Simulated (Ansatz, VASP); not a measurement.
## Ti5Si3: VASP beside Ansatz

```
Ti Si
1.0
     7.40138    0.00000    0.00000
    -3.70069    6.40979    0.00000
     0.00000    0.00000    5.08198
Ti Si
10 6
Direct
  0.33333 0.66667 0.00000
  0.66667 0.33333 0.50000
  0.66667 0.33333 0.00000
  0.33333 0.66667 0.50000
  0.24853 0.00000 0.25000
  0.24853 0.24853 0.75000
  0.00000 0.24853 0.25000
  0.75147 0.00000 0.75000
  0.75147 0.75147 0.25000
  0.00000 0.75147 0.75000
  0.60737 0.00000 0.25000
  0.60737 0.60737 0.75000
  0.00000 0.60737 0.25000
  0.39263 0.00000 0.75000
  0.39263 0.39263 0.25000
  0.00000 0.39263 0.75000
```

Alike in both runs: functional PBEsol; k mesh 6 × 6 × 8; occupations fermi-dirac, width 0.15 eV; no spin polarisation.

Ansatz relaxed the structure, and its values are those at the end. VASP's run is a single point on that final structure, the one shown.

```csv
,VASP,Ansatz
version,VASP 6.6.1,Ansatz 0.2.0
potentials or method,"VASP PAW PBE potentials, release 64 (Ti_sv, Si), cutoff 500 eV","scalar-relativistic, plane waves, PAW"
valence electrons in the cell,144,144
```

Ansatz gave:

```
gap on the k mesh at the Fermi level (eV) : none
pressure (GPa)                            : 0.0
```

Problem. What did VASP give for the same quantities?

Solution. gap on the k mesh at the Fermi level (eV): none; pressure (GPa): 0.1.

VASP's potentials were made for PBE, not for PBEsol. A gap of «none» marks a metal or a gap that the smearing closes. With one functional, cell and mesh, what is left measures potentials, basis and numerics.
